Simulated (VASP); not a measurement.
# C (Fd-3m) in VASP: a series of runs, part 2 of 2

VASP 6.6.1. Earlier steps stand in the parts before.

## 3. Single point, r2SCAN+D4

This run uses another cell than the first one, of 5.33 Å³/atom, 0.887 times its volume.

The input, POSCAR:

```
C
1.0
    0.0000000000      1.7469644787      1.7469644787
    1.7469644787      0.0000000000      1.7469644787
    1.7469644787      1.7469644787      0.0000000000
C
2
Direct
    0.7500000000      0.7500000000      0.7500000000
    0.5000000000      0.5000000000      0.5000000000
```

The input, INCAR.step1:

```
SYSTEM = C
ALGO = Normal
EDIFF = 1E-4
ENCUT = 520
GGA = PE
ISMEAR = -1
LASPH = .True.
LCHARG = .False.
LREAL = .False.
LWAVE = .True.
NBANDS = 11
NELM = 80
PREC = Accurate
SIGMA = 0.05
```

The input, INCAR.step2:

```
SYSTEM = C
ALGO = Normal
EDIFF = 1E-6
ENCUT = 520
ISIF = 2
ISMEAR = -1
ISTART = 1
IVDW = 13
LASPH = .True.
LCHARG = .False.
LMIXTAU = .True.
LREAL = .False.
LWAVE = .False.
METAGGA = R2SCAN
NBANDS = 11
NELM = 80
PREC = Accurate
SIGMA = 0.05
VDW_A1 = 0.51559235
VDW_A2 = 5.77342911
VDW_S6 = 1.0
VDW_S8 = 0.6018749
```

The input, KPOINTS:

```
k-points
0
Gamma
  13 13 13
  0 0 0
```

Potentials or basis: VASP PAW PBE potentials, release 64 (C).

The run is started by

```
> cat potpaw_PBE.64/C/POTCAR > POTCAR
> cp INCAR.step1 INCAR
> mpirun -np 1 vasp_std > vasp.out
> cp INCAR.step2 INCAR
> mpirun -np 1 vasp_std > vasp.out
```

OUTCAR:

```text
SYSTEM = C
   EDIFF = 1E-6
   ENCUT = 520
   ISIF = 2
   ISMEAR = -1
   ISTART = 1
   IVDW = 13
   LASPH = .True.
   LREAL = .False.
   METAGGA = R2SCAN
   NELM = 80
   PREC = Accurate

 ion  position               nearest neighbor table
   1  0.750  0.750  0.750-   2 1.51   2 1.51   2 1.51   2 1.51
   2  0.500  0.500  0.500-   1 1.51   1 1.51   1 1.51   1 1.51

  LATTYP: Found a face centered cubic cell.
 ALAT       =     3.4939289574

  Lattice vectors:

 A1 = (   0.0000000000,   1.7469644787,   1.7469644787)
 A2 = (   1.7469644787,   0.0000000000,   1.7469644787)
 A3 = (   1.7469644787,   1.7469644787,   0.0000000000)

Analysis of symmetry for initial positions (statically):
=====================================================================
 Subroutine PRICEL returns:
 Original cell was already a primitive cell.

 Routine SETGRP: Setting up the symmetry group for a
 face centered cubic supercell.

 Subroutine GETGRP returns: Found 48 space group operations
 (whereof 24 operations were pure point group operations)
 out of a pool of 48 trial point group operations.

The static configuration has the point symmetry T_d .
 The point group associated with its full space group is O_h .

Analysis of symmetry for dynamics (positions and initial velocities):
=====================================================================
 Subroutine PRICEL returns:
 Original cell was already a primitive cell.

 Routine SETGRP: Setting up the symmetry group for a
 face centered cubic supercell.

 Subroutine GETGRP returns: Found 48 space group operations
 (whereof 24 operations were pure point group operations)
 out of a pool of 48 trial point group operations.

The dynamic configuration has the point symmetry T_d .
 The point group associated with its full space group is O_h .

 Subroutine INISYM returns: Found 48 space group operations
 (whereof 24 operations are pure point group operations),
 and found     1 'primitive' translations

----------------------------------------------------------------------------------------

                                     Primitive cell

  volume of cell :      10.6631

  direct lattice vectors                    reciprocal lattice vectors
     0.000000000  1.746964479  1.746964479    -0.286210742  0.286210742  0.286210742
     1.746964479  0.000000000  1.746964479     0.286210742 -0.286210742  0.286210742
     1.746964479  1.746964479  0.000000000     0.286210742  0.286210742 -0.286210742

  length of vectors
     2.470580859  2.470580859  2.470580859     0.495731547  0.495731547  0.495731547

  position of ions in fractional coordinates (direct lattice)
     0.750000000  0.750000000  0.750000000
     0.500000000  0.500000000  0.500000000

  ion indices of the primitive-cell ions
   primitive index   ion index
                 1           1
                 2           2

----------------------------------------------------------------------------------------

 KPOINTS: k-points

Automatic generation of k-mesh.
 Grid dimensions read from file:
 generate k-points for:   13   13   13

 Generating k-lattice:

[... 23 lines left out ...]
  0.384615  0.000000  0.000000      8.000000
[... 16 lines left out ...]
  0.384615  0.153846  0.000000     24.000000
  0.461538  0.153846  0.000000     24.000000
 [... further k-points ...]
   k-points           NKPTS =     84   k-points in BZ     NKDIM =     84   number of bands    NBANDS=     11
   number of dos      NEDOS =    301   number of ions     NIONS =      2
   total plane-waves  NPLWV =   5832
   dimension x,y,z NGX =    18 NGY =   18 NGZ =   18
   dimension x,y,z NGXF=    36 NGYF=   36 NGZF=   36
   ions per type =               2
   NGX,Y,Z   is equivalent  to a cutoff of  12.11, 12.11, 12.11 a.u.
   NGXF,Y,Z  is equivalent  to a cutoff of  24.22, 24.22, 24.22 a.u.
 SYSTEM =  C
   PREC   = accura    normal or accurate (medium, high low for compatibility)
   ISTART =      1    job   : 0-new  1-cont  2-samecut
   ICHARG =      0    charge: 1-file 2-atom 10-const
   ISPIN  =      1    spin polarized calculation?
   LNONCOLLINEAR =      F non collinear calculations
   LSORBIT =      F    spin-orbit coupling
   LASPH  =      T    aspherical Exc in radial PAW
   ENCUT  =  520.0 eV  38.22 Ry    6.18 a.u.   4.59  4.59  4.59*2*pi/ulx,y,z
   NELM   =     80;   NELMIN=  2; NELMDL=  0     # of ELM steps
   EDIFF  = 0.1E-05   stopping-criterion for ELM
   LREAL  =      F    real-space projection
   EDIFFG = 0.1E-04   stopping-criterion for IOM
   NSW    =      0    number of steps for IOM
   IBRION =     -1    ionic relax: 0-MD 1-quasi-New 2-CG
   NFREE  =      0    steps in history (QN), initial steepest desc. (CG)
   ISIF   =      2    stress and relaxation
   ISYM   =      2    0-nonsym 1-usesym 2-fastsym
   POTIM  = 0.5000    time-step for ionic-motion
   TEBEG  =    0.0;   TEEND  =   0.0 temperature during run
   PSTRESS=    0.0 pullay stress
   NELECT =       8.0000    total number of electrons
   NUPDOWN=      -1.0000    fix difference up-down
   EMIN   =  10.00;   EMAX   =-10.00  energy-range for DOS
   EFERMI =   0.00;   METHOD = LEGACY
   ISMEAR =    -1;   SIGMA  =   0.05  broadening in eV -4-tet -1-fermi 0-gaus
   EFERMI_NEDOS =   21; number of points for ismear=-14 and -15
   IALGO  =     38    algorithm
   IMIX   =      4    mixing-type and parameters
     AMIX     =   0.40;   BMIX     =  1.00
     AMIX_MAG =   1.60;   BMIX_MAG =  1.00
  volume/ion in A,a.u.               =       5.33        35.98
  Fermi-wavevector in a.u.,A,eV,Ry     =   1.487570  2.811100 30.107851  2.212865
  Thomas-Fermi vector in A             =   2.600714
   LORBIT       =      0    0 simple, 1 ext, 2 COOP (PROOUT), +10 PAW based schemes
   METAGGA = R2SCAN    functional components
   LHFCALC =     F    Hartree Fock is set to
   AEXX    =    0.0000 exact exchange contribution
   IVDW    =    13    specifies the selected vdW correction
   LEPSILON=     F    determine dielectric tensor
   LRPA    =     F    only Hartree local field effects (RPA)
 non-spin polarized calculation
  energy-cutoff  :      520.00
  volume of cell :       10.66
 maximum number of plane-waves:       299
   NGX =  9   NGY =  9   NGZ =  9

 number of electron       8.0000001 magnetization

 Free energy of the ion-electron system (eV)
  ---------------------------------------------------
  ext. energy  EPLUGINS =         0.00000000
  ---------------------------------------------------
  free energy    TOTEN  =       -19.59898061 eV

  energy without entropy =      -19.59898061  energy(sigma->0) =      -19.59898061

 E-fermi :  11.6796     XC(G=0): -14.6007

 val. band max:       10.6328927861   @ k =   0.0000   0.0000   0.0000
 cond. band min:      15.1112465801   @ k =   0.3846   0.3846   0.0000
 fundamental gap:      4.4783537940
 Fermi energy:        11.6796209846

 k-point     1 :       0.0000    0.0000    0.0000
  band No.  band energies     occupation
      1     -12.9377      2.00000
      2      10.6329      2.00000
      3      10.6329      2.00000
      4      10.6329      2.00000
      5      16.6394      0.00000
      6      16.6394      0.00000
      7      16.6394      0.00000
      8      25.9655      0.00000
      9      31.9016      0.00000
     10      38.7202      0.00000
     11      38.7202      0.00000
[... 309 lines left out ...]
 k-point    24 :       0.4615    0.1538    0.0000
  band No.  band energies     occupation
      1      -7.4663      2.00000
      2      -1.7822      2.00000
      3       5.6991      2.00000
      4       6.2427      2.00000
      5      18.3061      0.00000
      6      22.2184      0.00000
      7      22.8392      0.00000
      8      25.9772      0.00000
      9      33.2611      0.00000
     10      36.4543      0.00000
     11      39.9364      0.00000

 [... further k-points ...]

------------------------ aborting loop because EDIFF is reached ----------------------------------------

  DFT-D4 for vdW energy calculation

  Edisp (eV):   -0.18605

  FORCE on cell =-STRESS in cart. coord.  units (eV):
  Direction    XX          YY          ZZ          XY          YZ          ZX
  --------------------------------------------------------------------------------------
  -------------------------------------------------------------------------------------
  Total       1.81006     1.81006     1.81006    -0.00000     0.00000    -0.00000
  in kB     271.97050   271.97050   271.97050    -0.00000     0.00000    -0.00000
  external pressure =      271.97 kB  Pullay stress =        0.00 kB

 VOLUME and BASIS-vectors are now :
 -----------------------------------------------------------------------------
  energy-cutoff  :      520.00
  volume of cell :       10.66
      direct lattice vectors                 reciprocal lattice vectors
     0.000000000  1.746964479  1.746964479    -0.286210742  0.286210742  0.286210742
     1.746964479  0.000000000  1.746964479     0.286210742 -0.286210742  0.286210742
     1.746964479  1.746964479  0.000000000     0.286210742  0.286210742 -0.286210742

 POSITION                                       TOTAL-FORCE (eV/Angst)
 -----------------------------------------------------------------------------------
      2.62045      2.62045      2.62045         0.000000      0.000000      0.000000
      1.74696      1.74696      1.74696        -0.000000     -0.000000     -0.000000
 -----------------------------------------------------------------------------------
    total drift:                                0.000000     -0.000000      0.000000

  FREE ENERGIE OF THE ION-ELECTRON SYSTEM (eV)
  ---------------------------------------------------
  free  energy   TOTEN  =       -19.7850270001 eV

  energy  without entropy=      -19.7850270001  energy(sigma->0) =      -19.78502700
```

It took 30 s on 1 thread of Intel Xeon 6975P-C, shared host; peak memory 0.12 GiB.

What came out:

```yaml
Free_energy: -19.7850 eV
Pressure: 27.2 GPa
Band_gap_on_the_k_mesh: 4.48 eV, indirect (least direct gap 6.01 eV)
Dispersion_energy_per_atom: -0.093 eV
```

Levels at points of the mesh, in eV from the valence-band top:
```
           k point  band 1  band 2  band 3  band 4  band 5  band 6  band 7  band 8  band 9
(0.00, 0.00, 0.00)  -23.57    0.00    0.00    0.00    6.01    6.01    6.01   15.33   21.27
```

Caveat: the PAW data sets were made with another functional, which shifts forces and pressure a little.

## 4. Single point, r2SCAN+D4

This run uses another cell than the first one, of 5.44 Å³/atom, 0.906 times its volume.

The input, POSCAR:

```
C
1.0
    0.0000000000      1.7592674508      1.7592674508
    1.7592674508      0.0000000000      1.7592674508
    1.7592674508      1.7592674508      0.0000000000
C
2
Direct
    0.7500000000      0.7500000000      0.7500000000
    0.5000000000      0.5000000000      0.5000000000
```

The input, INCAR.step1:

```
PREC = Accurate
ENCUT = 520
ISMEAR = -1
SIGMA = 0.05
LREAL = F
LASPH = T
NELM = 100
NBANDS = 11
GGA = PE
ALGO = Normal
EDIFF = 1E-4
LWAVE = T
LCHARG = F
```

The input, INCAR.step2:

```
PREC = Accurate
ENCUT = 520
EDIFF = 1E-6
ISMEAR = -1
SIGMA = 0.05
LREAL = F
LASPH = T
NELM = 100
ALGO = Normal
ISIF = 2
LWAVE = F
LCHARG = T
METAGGA = R2SCAN
LMIXTAU = T
IVDW = 13
VDW_S6 = 1.0
VDW_S8 = 0.6018749
VDW_A1 = 0.51559235
VDW_A2 = 5.77342911
LELF = T
LVHAR = T
NBANDS = 11
ISTART = 1
```

The input, KPOINTS:

```
regular mesh
0
Gamma
  13 13 13
```

The run is started by

```
> cat potpaw_PBE.64/C/POTCAR > POTCAR
> cp INCAR.step1 INCAR
> mpirun -np 1 vasp_std > vasp.out
> cp INCAR.step2 INCAR
> mpirun -np 1 vasp_std > vasp.out
```

It took 32 s on 1 thread of Intel Xeon 6975P-C, shared host; peak memory 0.13 GiB.

Results (log left out):

* Free energy: -19.8159 eV
* Pressure: 16.0 GPa
* Band gap on the k mesh: 4.43 eV, indirect (least direct gap 5.95 eV)
* Dispersion energy per atom: -0.091 eV

Levels at points of the mesh, in eV from the valence-band top:
```csv
k point,band 1,band 2,band 3,band 4,band 5,band 6,band 7,band 8
"(0.00, 0.00, 0.00)",-23.27,0.00,0.00,0.00,5.95,5.95,5.95,14.81
```

Caveat: the PAW data sets were made with another functional, which shifts forces and pressure a little.

## 5. Single point, r2SCAN+D4

This run uses another cell than the first one, of 5.56 Å³/atom, 0.925 times its volume.

The input, POSCAR:

```
C
1.0
    0.0000000000      1.7714007132      1.7714007132
    1.7714007132      0.0000000000      1.7714007132
    1.7714007132      1.7714007132      0.0000000000
C
2
Direct
    0.7500000000      0.7500000000      0.7500000000
    0.5000000000      0.5000000000      0.5000000000
```

The input, INCAR.step1:

```
SYSTEM = C
  PREC = Accurate
  ENCUT = 520
  ISMEAR = -1
  SIGMA = 0.05
  LREAL = .False.
  LASPH = .True.
  NELM = 60
  NBANDS = 11
  GGA = PE
  ALGO = Normal
  EDIFF = 1E-4
  LWAVE = .True.
  LCHARG = .False.
```

The input, INCAR.step2:

```
SYSTEM = C
  PREC = Accurate
  ENCUT = 520
  EDIFF = 1E-6
  ISMEAR = -1
  SIGMA = 0.05
  LREAL = .False.
  LASPH = .True.
  NELM = 60
  ALGO = Normal
  ISIF = 2
  LWAVE = .False.
  LCHARG = .True.
  METAGGA = R2SCAN
  LMIXTAU = .True.
  IVDW = 13
  VDW_S6 = 1.0
  VDW_S8 = 0.6018749
  VDW_A1 = 0.51559235
  VDW_A2 = 5.77342911
  LELF = .True.
  LVHAR = .True.
  NBANDS = 11
  ISTART = 1
```

The input, KPOINTS:

```
regular mesh
0
Gamma
  13 13 13
  0 0 0
```

The run is started by

```
> cat potpaw_PBE.64/C/POTCAR > POTCAR
> cp INCAR.step1 INCAR
> mpirun -np 1 vasp_std > vasp.out
> cp INCAR.step2 INCAR
> mpirun -np 1 vasp_std > vasp.out
```

It took 30 s on 1 thread of Intel Xeon 6975P-C, shared host; peak memory 0.13 GiB.

It converged, with:

```
Free energy                : -19.8318 eV
Pressure                   : 5.8 GPa
Band gap on the k mesh     : 4.38 eV, indirect (least direct gap 5.89 eV)
Dispersion energy per atom : -0.090 eV
```

Levels at points of the mesh, in eV from the valence-band top:
```csv
k point,band 2,band 3,band 4,band 5,band 6,band 7
"(0.00, 0.00, 0.00)",0.00,0.00,0.00,5.89,5.89,5.89
```

Caveat: the PAW data sets were made with another functional, which shifts forces and pressure a little.

## 6. Summary

| level | cell | gap on the mesh (eV) | pressure (GPa) |
| --- | --- | --- | --- |
| BLYP+D3(BJ) | a = 2.572 Å, angles 60.0°, 2 atoms | 4.33 | -21.0 |
| r2SCAN+D4 | a = 2.471 Å, angles 60.0°, 2 atoms | 4.48 | 27.2 |
| r2SCAN+D4 | a = 2.488 Å, angles 60.0°, 2 atoms | 4.43 | 16.0 |
| r2SCAN+D4 | a = 2.505 Å, angles 60.0°, 2 atoms | 4.38 | 5.8 |

Alike in all rows: task single point; potentials or basis VASP PAW PBE potentials, release 64 (C); no spin polarisation; k mesh 13 × 13 × 13; cutoff (eV) 520; smearing fermi-dirac 0.05 eV.

Caveats: the PAW data sets were made with another functional, which shifts forces and pressure a little.

Total energies depend on the potentials used, so only differences within one code and one set of settings carry meaning.
